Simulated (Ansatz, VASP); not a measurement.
Ir: VASP beside Ansatz

Contents of INCAR:

```
SYSTEM = Ir
ALGO     = Fast           ! electronic algorithm
EDIFF    = 1E-7           ! SCF threshold, eV
EDIFFG   = -0.01          ! ionic threshold
ENCUT    = 600            ! plane-wave cutoff, eV
GGA      = PS             ! functional
IBRION   = 2              ! ionic algorithm
ISIF     = 3              ! what is computed and relaxed
ISMEAR   = 0              ! smearing method
LASPH    = .TRUE.         ! aspherical terms in the spheres
LCHARG   = .FALSE.        ! write CHGCAR
LREAL    = .FALSE.        ! projectors in reciprocal space
LWAVE    = .FALSE.        ! write WAVECAR
NELM     = 80             ! most SCF steps
NSW      = 100            ! ionic steps
PREC     = Accurate       ! precision mode
SIGMA    = 0.1            ! smearing width, eV
```

File KPOINTS:

```
k-points
0
G
  15 15 8
  0 0 0
```

POSCAR

```
Ir
1.0
    3.9384758897      0.0000000000      0.0000000000
   -1.9692379449      3.4108201727      0.0000000000
    0.0000000000      0.0000000000      6.2320041013
Ir
4
Direct
    0.3333333333      0.6666666667      0.4416774826
    0.6666666667      0.3333333333      0.9416774826
    0.6666666667      0.3333333333      0.5583225174
    0.3333333333      0.6666666667      0.0583225174
```

Input for Ansatz:

```yaml
crystal:
  lattice:
    - [3.9384758897, 0.0, 0.0]
    - [-1.9692379449, 3.4108201727, 0.0]
    - [0.0, 0.0, 6.2320041013]
  atoms:
    - { symbol: Ir, position: [0.3333333333, 0.6666666667, 0.4416774826] }
    - { symbol: Ir, position: [0.6666666667, 0.3333333333, 0.9416774826] }
    - { symbol: Ir, position: [0.6666666667, 0.3333333333, 0.5583225174] }
    - { symbol: Ir, position: [0.3333333333, 0.6666666667, 0.0583225174] }
basis:
  ecutwfc: 420
kpoints:
  mp_grid: { grid: [15, 15, 8] }
hamiltonian:
  xc: pbesol
scf:
  occupations: { method: gaussian, width: 0.1 }
output:
  forces: true
  stress: true
  eigenvalues: true
relax:
  adjacent_minimum: "off"
  f_tol: 0.01
  max_steps: 80
  cell: { stress_tol: 0.05 }
```

Alike in both runs: task relaxation of cell and atoms; functional PBEsol; k mesh 15 × 15 × 8; occupations gaussian, width 0.1 eV; no spin polarisation.

|  | VASP | Ansatz |
| --- | --- | --- |
| version | VASP 6.6.1 | Ansatz 0.2.0 |
| potentials or method | VASP PAW PBE potentials, release 64 (Ir), cutoff 600 eV | scalar-relativistic, plane waves, PAW |
| valence electrons in the cell | 36 | 68 |

Ansatz gave:

- gap on the k mesh at the Fermi level, each at its own relaxed structure (eV): none
- relaxed volume (Å³/atom): 20.97
- relaxed cell length with the largest relative difference (Å): 3.931

Task: Estimate VASP's values.

Result: gap on the k mesh at the Fermi level, each at its own relaxed structure (eV): none; relaxed volume (Å³/atom): 20.94; relaxed cell length with the largest relative difference (Å): 3.929.

VASP's potentials were made for PBE, not for PBEsol. A gap of «none» marks a metal or a gap that the smearing closes. VASP's potentials hold 36 valence electrons a cell and Ansatz's 68, so a difference there can come from the potentials and not from the codes.

Spin-orbit coupling is off throughout.
